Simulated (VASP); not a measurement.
# As (C2/c) in VASP: further runs

Runs on As. Level: LDA. Tasks: single point.

Program: VASP 6.6.1. These are calculated values, not measurements. Logs are shortened: lines on timing, memory, paths and dates and some standing lists are left out, and cuts for length are marked.

### 1 The cell of the first run

Symmetry: C2/c, No. 15, monoclinic system. The conventional cell has a = 2.781 Å, b = 7.884 Å, c = 3.681 Å, α = 90.00°, β = 90.11°, γ = 90.00°. Within 3.3 Å of As (site symmetry 2) lie 8 As at 2.47 to 3.26 Å.

### 2 Single point, LDA, non-collinear spin, zero start, spin-orbit coupling

File INCAR:

```
ALGO = Normal
EDIFF = 1E-6
ENCUT = 500
GGA_COMPAT = F
ISIF = 2
ISMEAR = -1
KPAR = 4
LASPH = T
LCHARG = F
LORBIT = 11
LORBMOM = T
LREAL = F
LSORBIT = T
LWAVE = F
MAGMOM = 0 0 0 0 0 0
NBANDS = 22
NELM = 200
PREC = Accurate
SIGMA = 0.1
```

File KPOINTS:

```
k-points
0
Gamma
  15 15 9
```

File POSCAR:

```
As
1.0
   -2.9710017927      2.6039793780      1.3659675611
    2.6039793780     -2.9710017927      1.3659675611
    2.9229480920      2.9229480920     -2.0381697858
As
2
Direct
    0.0208380531      0.9791619469      0.0000000000
    0.7291619469      0.2708380531      0.5000000000
```

Potentials or basis: VASP PAW LDA potentials, release 64 (As).

On the command line:

```
cat potpaw_LDA.64/As/POTCAR > POTCAR
mpirun -np 4 vasp_ncl > vasp.out
```

OUTCAR:

```text
EDIFF = 1E-6
   ENCUT = 500
   ISIF = 2
   ISMEAR = -1
   LASPH = T
   LORBIT = 11
   LREAL = F
   LSORBIT = T
   NELM = 200
   PREC = Accurate

 ion  position               nearest neighbor table
   1  0.021  0.979  0.000-   2 2.47   2 2.47
   2  0.729  0.271  0.500-   1 2.47   1 2.47

  Warning from LATTYP: Got some problem with cell dimensions!
  Tried to take original basis but could not verify dimensions!
  LATTYP: Found a base centered monoclinic cell.
 ALAT       =     2.7808057138
 B/A-ratio  =     2.8352264750
 C/A-ratio  =     1.3235735287
 COS(beta)  =    -0.0018717923

  Lattice vectors:

 A1 = (   2.9710017927,  -2.6039793780,  -1.3659675611)
 A2 = (  -2.6039793780,   2.9710017927,  -1.3659675611)
 A3 = (   2.5559256773,   2.5559256773,   0.6937653364)

Analysis of symmetry for initial positions (statically):
=====================================================================
 Subroutine PRICEL returns:
 Original cell was already a primitive cell.

 Routine SETGRP: Setting up the symmetry group for a
 base centered monoclinic supercell.

 Subroutine GETGRP returns: Found  4 space group operations
 (whereof  2 operations were pure point group operations)
 out of a pool of  4 trial point group operations.

The static configuration has the point symmetry C_2 .
 The point group associated with its full space group is C_2h.

Analysis of symmetry for dynamics (positions and initial velocities):
=====================================================================
 Subroutine PRICEL returns:
 Original cell was already a primitive cell.

 Routine SETGRP: Setting up the symmetry group for a
 base centered monoclinic supercell.

 Subroutine GETGRP returns: Found  4 space group operations
 (whereof  2 operations were pure point group operations)
 out of a pool of  4 trial point group operations.

The dynamic configuration has the point symmetry C_2 .
 The point group associated with its full space group is C_2h.

Analysis of structural, dynamic, and magnetic symmetry:
=====================================================================
 Subroutine PRICEL returns:
 Original cell was already a primitive cell.

 Routine SETGRP: Setting up the symmetry group for a
 base centered monoclinic supercell.

 Subroutine GETGRP returns: Found  4 space group operations
 (whereof  2 operations were pure point group operations)
 out of a pool of  4 trial point group operations.

The overall configuration has the point symmetry C_2 .
 The point group associated with its full space group is C_2h.

 Subroutine INISYM returns: Found  4 space group operations
 (whereof  2 operations are pure point group operations),
 and found     1 'primitive' translations

----------------------------------------------------------------------------------------

                                     Primitive cell

  volume of cell :      40.3475

  direct lattice vectors                    reciprocal lattice vectors
    -2.971001793  2.603979378  1.365967561     0.051124654  0.230497457  0.403875487
     2.603979378 -2.971001793  1.365967561     0.230497457  0.051124654  0.403875487
     2.922948092  2.922948092 -2.038169786     0.188741229  0.188741229  0.050712962

  length of vectors
     4.180122921  4.180122921  4.608837942     0.467822848  0.467822848  0.271695247

  position of ions in fractional coordinates (direct lattice)
     0.020838053  0.979161947  1.000000000
     0.729161947  0.270838053  0.500000000

  ion indices of the primitive-cell ions
   primitive index   ion index
                 1           1
                 2           2

----------------------------------------------------------------------------------------

 KPOINTS: k-points

Automatic generation of k-mesh.
 Grid dimensions read from file:
 generate k-points for:   15   15    9

 Generating k-lattice:

  Cartesian coordinates                     Fractional coordinates (reciprocal lattice)
     0.003408310  0.015366497  0.026925032     0.066666667  0.000000000  0.000000000
     0.015366497  0.003408310  0.026925032     0.000000000  0.066666667  0.000000000
     0.020971248  0.020971248  0.005634774    -0.000000000 -0.000000000  0.111111111

  Length of vectors
     0.031188190  0.031188190  0.030188361

  Shift w.r.t. Gamma in fractional coordinates (k-lattice)
     0.000000000  0.000000000  0.000000000

 Subroutine IBZKPT returns following result:
 ===========================================

 Found    544 irreducible k-points:

 Following reciprocal coordinates:
            Coordinates               Weight
  0.000000  0.000000  0.000000      1.000000
  0.066667  0.000000  0.000000      4.000000
  0.133333  0.000000  0.000000      4.000000
  0.200000  0.000000 -0.000000      4.000000
  0.266667  0.000000  0.000000      4.000000
[... 39 lines left out ...]
   LREAL  =      F    real-space projection
   EDIFFG = 0.1E-04   stopping-criterion for IOM
   NSW    =      0    number of steps for IOM
   IBRION =     -1    ionic relax: 0-MD 1-quasi-New 2-CG
   NFREE  =      0    steps in history (QN), initial steepest desc. (CG)
   ISIF   =      2    stress and relaxation
   ISYM   =      2    0-nonsym 1-usesym 2-fastsym
   POTIM  = 0.5000    time-step for ionic-motion
   TEBEG  =    0.0;   TEEND  =   0.0 temperature during run
   PSTRESS=    0.0 pullay stress
   NELECT =      10.0000    total number of electrons
   NUPDOWN=      -1.0000    fix difference up-down
   EMIN   =  10.00;   EMAX   =-10.00  energy-range for DOS
   EFERMI =   0.00;   METHOD = LEGACY
   ISMEAR =    -1;   SIGMA  =   0.10  broadening in eV -4-tet -1-fermi 0-gaus
   EFERMI_NEDOS =   21; number of points for ismear=-14 and -15
   IALGO  =     38    algorithm
   IMIX   =      4    mixing-type and parameters
     AMIX     =   0.40;   BMIX     =  1.00
     AMIX_MAG =   1.60;   BMIX_MAG =  1.00
  volume/ion in A,a.u.               =      20.17       136.14
  Fermi-wavevector in a.u.,A,eV,Ry     =   1.028338  1.943277 14.387872  1.057479
  Thomas-Fermi vector in A             =   2.162329
   LORBIT       =     11    0 simple, 1 ext, 2 COOP (PROOUT), +10 PAW based schemes
   GGA     = CA    functional components
   LHFCALC =     F    Hartree Fock is set to
   AEXX    =    0.0000 exact exchange contribution
   IVDW    =     0    specifies the selected vdW correction
   LEPSILON=     F    determine dielectric tensor
   LRPA    =     F    only Hartree local field effects (RPA)
  energy-cutoff  :      500.00
  volume of cell :       40.35
 maximum number of plane-waves:      2092
   NGX = 15   NGY = 15   NGZ = 17

 number of electron      10.0000000 magnetization       0.0000000      0.0000000      0.0000000

 number of electron      10.0000001 magnetization      -0.0000001      0.0000001     -0.0000000

 number of electron      10.0000001 magnetization       0.0000000     -0.0000000      0.0000000

 Free energy of the ion-electron system (eV)
  ---------------------------------------------------
  ext. energy  EPLUGINS =         0.00000000
  ---------------------------------------------------
  free energy    TOTEN  =       -10.59282249 eV

  energy without entropy =      -10.56951560  energy(sigma->0) =      -10.58116904

 E-fermi :   5.7672     XC(G=0): -10.4890

 val. band max:        5.7637827067   @ k =   0.4667   0.0667   0.3333
 cond. band min:       5.7690118512   @ k =  -0.2000   0.0000   0.4444
 fundamental gap:      0.0052291446
 Fermi energy:         5.7672277150

 k-point     1 :       0.0000    0.0000    0.0000
  band No.  band energies     occupation
      1      -9.3042      1.00000
      2      -9.3042      1.00000
      3      -2.4888      1.00000
      4      -2.4888      1.00000
      5       1.5749      1.00000
      6       1.5749      1.00000
[... 589 lines left out ...]
     21      14.7941      0.00000
     22      14.7941      0.00000

 [... further k-points ...]
[... 5 lines left out ...]
  --------------------------------------------------------------------------------------
  -------------------------------------------------------------------------------------
  Total        0.0906140      0.0906140      0.2112187      0.0160094     -0.0252326     -0.0252325
  in kB        3.5982283      3.5982283      8.3873721      0.6357258     -1.0019707     -1.0019697
  external PRESSURE =       5.1946095 kB  Pullay stress =       0.0000000 kB

 VOLUME and BASIS-vectors are now :
 -----------------------------------------------------------------------------
  energy-cutoff  :      500.00
  volume of cell :       40.35
      direct lattice vectors                 reciprocal lattice vectors
    -2.971001793  2.603979378  1.365967561     0.051124654  0.230497457  0.403875487
     2.603979378 -2.971001793  1.365967561     0.230497457  0.051124654  0.403875487
     2.922948092  2.922948092 -2.038169786     0.188741229  0.188741229  0.050712962

 POSITION                                       TOTAL-FORCE (eV/Angst)
 -----------------------------------------------------------------------------------
      2.48781     -2.85483      1.36597         0.042639     -0.042639     -0.000000
      0.00039      2.55554      0.34688        -0.042639      0.042639      0.000000
 -----------------------------------------------------------------------------------
    total drift:                                0.000000     -0.000000     -0.000000

  FREE ENERGIE OF THE ION-ELECTRON SYSTEM (eV)
  ---------------------------------------------------
  free  energy   TOTEN  =       -10.5928224876 eV

  energy  without entropy=      -10.5695155988  energy(sigma->0) =      -10.58116904

 orbital moment (x)

 # of ion     p       d       tot
 ----------------------------------------
  1         0.000  -0.000   0.000
  2         0.000  -0.000   0.000
 ----------------------------------------
            0.000  -0.000   0.000

 orbital moment (y)

 # of ion     p       d       tot
 ----------------------------------------
  1        -0.000   0.000  -0.000
  2        -0.000   0.000  -0.000
 ----------------------------------------
           -0.000   0.000  -0.000

 orbital moment (z)

 # of ion     p       d       tot
 ----------------------------------------
  1         0.000   0.000   0.000
  2         0.000   0.000   0.000
 ----------------------------------------
            0.000   0.000   0.000

 Spin-Orbit-Coupling matrix elements

 Ion:    1  E_soc:     -0.0268082
 l=   1
     0.0000000    -0.0043741    -0.0046399
    -0.0043741     0.0000000    -0.0043741
    -0.0046399    -0.0043741     0.0000000
 l=   2
     0.0000000    -0.0000012     0.0000000    -0.0000012    -0.0000016
    -0.0000012     0.0000000    -0.0000043    -0.0000010    -0.0000013
     0.0000000    -0.0000043     0.0000000    -0.0000043     0.0000000
    -0.0000012    -0.0000010    -0.0000043     0.0000000    -0.0000013
    -0.0000016    -0.0000013     0.0000000    -0.0000013     0.0000000
 l=   3
     0.0000000     0.0000000     0.0000000     0.0000000     0.0000000     0.0000000     0.0000000
     0.0000000     0.0000000     0.0000000     0.0000000     0.0000000     0.0000000     0.0000000
     0.0000000     0.0000000     0.0000000     0.0000000     0.0000000     0.0000000     0.0000000
     0.0000000     0.0000000     0.0000000     0.0000000     0.0000000     0.0000000     0.0000000
     0.0000000     0.0000000     0.0000000     0.0000000     0.0000000     0.0000000     0.0000000
     0.0000000     0.0000000     0.0000000     0.0000000     0.0000000     0.0000000     0.0000000
     0.0000000     0.0000000     0.0000000     0.0000000     0.0000000     0.0000000     0.0000000

 Ion:    2  E_soc:     -0.0268082
 l=   1
     0.0000000    -0.0043741    -0.0046399
    -0.0043741     0.0000000    -0.0043741
    -0.0046399    -0.0043741     0.0000000
 l=   2
     0.0000000    -0.0000012     0.0000000    -0.0000012    -0.0000016
    -0.0000012     0.0000000    -0.0000043    -0.0000010    -0.0000013
     0.0000000    -0.0000043     0.0000000    -0.0000043     0.0000000
    -0.0000012    -0.0000010    -0.0000043     0.0000000    -0.0000013
    -0.0000016    -0.0000013     0.0000000    -0.0000013     0.0000000
 l=   3
     0.0000000     0.0000000     0.0000000     0.0000000     0.0000000     0.0000000     0.0000000
     0.0000000     0.0000000     0.0000000     0.0000000     0.0000000     0.0000000     0.0000000
     0.0000000     0.0000000     0.0000000     0.0000000     0.0000000     0.0000000     0.0000000
     0.0000000     0.0000000     0.0000000     0.0000000     0.0000000     0.0000000     0.0000000
     0.0000000     0.0000000     0.0000000     0.0000000     0.0000000     0.0000000     0.0000000
     0.0000000     0.0000000     0.0000000     0.0000000     0.0000000     0.0000000     0.0000000
     0.0000000     0.0000000     0.0000000     0.0000000     0.0000000     0.0000000     0.0000000

 total charge

# of ion       s       p       d       tot
------------------------------------------
    1        1.312   1.357   0.053   2.722
    2        1.312   1.357   0.053   2.722
--------------------------------------------------
tot          2.624   2.713   0.106   5.443

 magnetization (x)

# of ion       s       p       d       tot
------------------------------------------
    1       -0.000  -0.000   0.000  -0.000
    2       -0.000  -0.000   0.000  -0.000
--------------------------------------------------
tot         -0.000  -0.000   0.000  -0.000

 magnetization (y)

# of ion       s       p       d       tot
------------------------------------------
    1        0.000   0.000  -0.000   0.000
    2        0.000   0.000  -0.000   0.000
--------------------------------------------------
tot          0.000   0.000  -0.000   0.000

 magnetization (z)

# of ion       s       p       d       tot
------------------------------------------
    1        0.000   0.000   0.000   0.000
    2        0.000   0.000   0.000   0.000
--------------------------------------------------
tot          0.000   0.000   0.000   0.000
```

Wall time 4.2 min (4 MPI ranks of Intel Xeon Platinum 8488C (Sapphire Rapids), shared host); peak memory 0.69 GiB.

Results:

```
Free energy                                           : -10.5928 eV
Pressure                                              : 0.5 GPa
Largest force                                         : 0.060 eV/Å
Net moment                                            : 0.00 μB per cell
Valence electrons inside the program's atomic spheres : As 2.72
```

Forces on the atoms (eV/Å):
```
As   0.043 -0.043  0.000
As  -0.043  0.043  0.000
```

Stress tensor (GPa, compression positive):
```
 0.36  0.06 -0.10
 0.06  0.36 -0.10
-0.10 -0.10  0.84
```

Moments on the atoms (μB; x, y, z):
```
As  0.00 0.00 0.00
As  0.00 0.00 0.00
```

(Part 1 of 2 ends here.)
